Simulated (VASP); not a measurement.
A run of VASP 6.6.1 is set up as follows.

The input INCAR:

```
  PREC = Accurate
  ENCUT = 520
  EDIFF = 1E-6
  ISMEAR = 0
  SIGMA = 0.05
  LREAL = Auto
  LASPH = True
  NELM = 100
  ALGO = Normal
  ISIF = 2
  LWAVE = False
  LCHARG = False
  GGA = PE
  NBANDS = 99
```

Contents of KPOINTS:

```
regular mesh
0
Gamma
  1 1 1
```

File POSCAR:

```
Ge5H9
1.0
   15.5000000000      0.0000000000      0.0000000000
    0.0000000000     15.8000000000      0.0000000000
    0.0000000000      0.0000000000     16.1000000000
Ge H
10 18
Direct
    0.4993284497      0.4096189037      0.3219548269
    0.5012762693      0.4076440582      0.6788220016
    0.6061243272      0.3230478340      0.6021707310
    0.5897744266      0.6792447128      0.5864285192
    0.5018605113      0.5845367999      0.5017915284
    0.5915613358      0.4937828052      0.4134677729
    0.3150626895      0.4096159382      0.4993539210
    0.6857440793      0.4076406870      0.5012281751
    0.3944434724      0.3248914327      0.3983760956
    0.4101167802      0.4937828851      0.5881484682
    0.5552255695      0.3519814219      0.2659744323
    0.4501831069      0.4714357836      0.2645139788
    0.5505111374      0.4681697101      0.7375184383
    0.4446101743      0.3496075604      0.7336239036
    0.5583604100      0.2511333179      0.5561896867
    0.6698886985      0.2812004179      0.6635596154
    0.5321760682      0.7360052700      0.6410157232
    0.6464720823      0.7360074030      0.5309760788
    0.6490455020      0.6269316058      0.6434886603
    0.4430238017      0.6391542156      0.4451473171
    0.6497792443      0.5505740386      0.3581651253
    0.2569178728      0.3519756010      0.5531677007
    0.2553959014      0.4714319262      0.4520417897
    0.7426646659      0.3496015336      0.4466736980
    0.7467157230      0.4681649517      0.5486262493
    0.4421231085      0.2528691440      0.4442759266
    0.3306259685      0.2831891315      0.3369358128
    0.3526707465      0.5505738749      0.6441944380
```

Potentials or basis: VASP PAW PBE potentials, release 64 (Ge_d, H).

Run with:

```console
$ cat potpaw_PBE.64/Ge_d/POTCAR potpaw_PBE.64/H/POTCAR > POTCAR
$ mpirun -np 1 vasp_gam > vasp.out
```

Problem. Estimate the largest force.

Solution. 0.050 eV/Å.

Problem. Predict the gap between the frontier levels.

Solution. 4.54 eV.

Forces on the atoms (eV/Å):
```
Ge   0.006  0.008 -0.031
Ge  -0.010  0.006  0.033
Ge   0.000 -0.047  0.000
Ge   0.013  0.018  0.010
Ge  -0.014  0.007 -0.013
Ge   0.006  0.023 -0.002
Ge  -0.032  0.008  0.002
Ge   0.035  0.006 -0.005
Ge  -0.001 -0.050 -0.003
Ge  -0.005  0.023  0.008
H   -0.022  0.013  0.018
H    0.010 -0.022  0.012
H   -0.009 -0.023 -0.011
H    0.021  0.014 -0.018
H    0.020  0.035  0.020
H   -0.020  0.018 -0.020
H    0.018 -0.018 -0.018
H   -0.018 -0.017  0.018
H   -0.016  0.020 -0.016
H    0.014 -0.016  0.014
H   -0.016 -0.020  0.018
H    0.018  0.013 -0.022
H    0.012 -0.021  0.010
H   -0.018  0.014  0.021
H   -0.012 -0.024 -0.009
H   -0.020  0.035 -0.021
H    0.020  0.018  0.020
H    0.018 -0.020 -0.016
```
